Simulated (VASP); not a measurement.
Write the native input for VASP 6.6.1 that does the following.

* Task: single point
* Functional: LDA
* Potentials or basis: VASP PAW LDA potentials, release 64 (Bi_d)
* Cutoff: 520 eV
* k mesh: 12 × 12 × 12
* Occupations: methfessel-paxton, width 0.1 eV
* Spin: no spin polarisation
* Dipole correction: no
* Further INCAR settings: ALGO = Normal; EDIFF = 1e-06; NBANDS = 14

The structure of Bi lies in POSCAR:

```
Bi
1.0
   -1.9546516227      1.9546516227      1.9546516227
    1.9546516227     -1.9546516227      1.9546516227
    1.9546516227      1.9546516227     -1.9546516227
Bi
1
Direct
    0.0000000000      0.0000000000      0.0000000000
```

One way to write it, as run:

INCAR

```
PREC = Accurate
ENCUT = 520
EDIFF = 1E-6
ISMEAR = 1
SIGMA = 0.1
LREAL = F
LASPH = T
NELM = 80
ALGO = Normal
ISIF = 2
LWAVE = F
LCHARG = T
GGA = CA
LELF = T
LVHAR = T
NBANDS = 14
```

KPOINTS

```
Automatic mesh
0
Gamma
  12 12 12
```

Potentials or basis: VASP PAW LDA potentials, release 64 (Bi_d).

Launch:

```bash
$ cat potpaw_LDA.64/Bi_d/POTCAR > POTCAR
$ mpirun -np 1 vasp_std > vasp.out
```

Results of the run:

The pressure is -1.3 GPa.

It took 22 s on 1 thread of Intel(R) Xeon(R) Platinum 8259CL CPU @ 2.50GHz (Skylake/Cascade Lake), with other jobs on the host, peak memory 0.15 GiB.
